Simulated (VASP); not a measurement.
A run of VASP 6.6.1:

File POSCAR:

```
GaAs
1.0
    0.0000000000      2.8330850939      2.8330850939
    2.8330850939      0.0000000000      2.8330850939
    2.8330850939      2.8330850939      0.0000000000
Ga As
1 1
Direct
    0.0000000000      0.0000000000      0.0000000000
    0.2500000000      0.2500000000      0.2500000000
```

The input INCAR.step1:

```
SYSTEM = GaAs
PREC     = Accurate       ! precision mode
ENCUT    = 520            ! plane-wave cutoff, eV
ISMEAR   = 0              ! smearing method
SIGMA    = 0.01           ! smearing width, eV
LREAL    = .False.        ! projectors in reciprocal space
LASPH    = .True.         ! aspherical terms in the spheres
NELM     = 100            ! most SCF steps
NBANDS   = 16             ! bands
GGA      = PE             ! functional
ALGO     = Normal         ! electronic algorithm
EDIFF    = 1E-4           ! SCF threshold, eV
LWAVE    = .True.         ! write WAVECAR
LCHARG   = .False.        ! write CHGCAR
```

INCAR.step2

```
SYSTEM = GaAs
PREC     = Accurate       ! precision mode
ENCUT    = 520            ! plane-wave cutoff, eV
EDIFF    = 1E-7           ! SCF threshold, eV
ISMEAR   = 0              ! smearing method
SIGMA    = 0.01           ! smearing width, eV
LREAL    = .False.        ! projectors in reciprocal space
LASPH    = .True.         ! aspherical terms in the spheres
NELM     = 100            ! most SCF steps
ALGO     = Normal         ! electronic algorithm
ISIF     = 2              ! what is computed and relaxed
LWAVE    = .False.        ! write WAVECAR
LCHARG   = .False.        ! write CHGCAR
METAGGA  = R2SCAN         ! meta-GGA
LMIXTAU  = .True.       
NBANDS   = 16             ! bands
ISTART   = 1
```

The input KPOINTS:

```
Automatic mesh
0
Gamma
  6 6 6
  0 0 0
```

Potentials or basis: VASP PAW PBE potentials, release 64 (Ga_d, As).

Command:

```console
$ cat potpaw_PBE.64/Ga_d/POTCAR potpaw_PBE.64/As/POTCAR > POTCAR
$ cp INCAR.step1 INCAR
$ mpirun -np 1 vasp_std > vasp.out
$ cp INCAR.step2 INCAR
$ mpirun -np 1 vasp_std > vasp.out
```

Hardware: 1 thread of Intel(R) Xeon(R) Platinum 8259CL CPU @ 2.50GHz (Skylake/Cascade Lake), with other jobs on the host.

**Question.** Estimate the wall time of this run.

**Answer.** Run time: 120 s on 1 thread of Intel(R) Xeon(R) Platinum 8259CL CPU @ 2.50GHz (Skylake/Cascade Lake) (shared host), peak memory 0.17 GiB. Counts: k points 16.
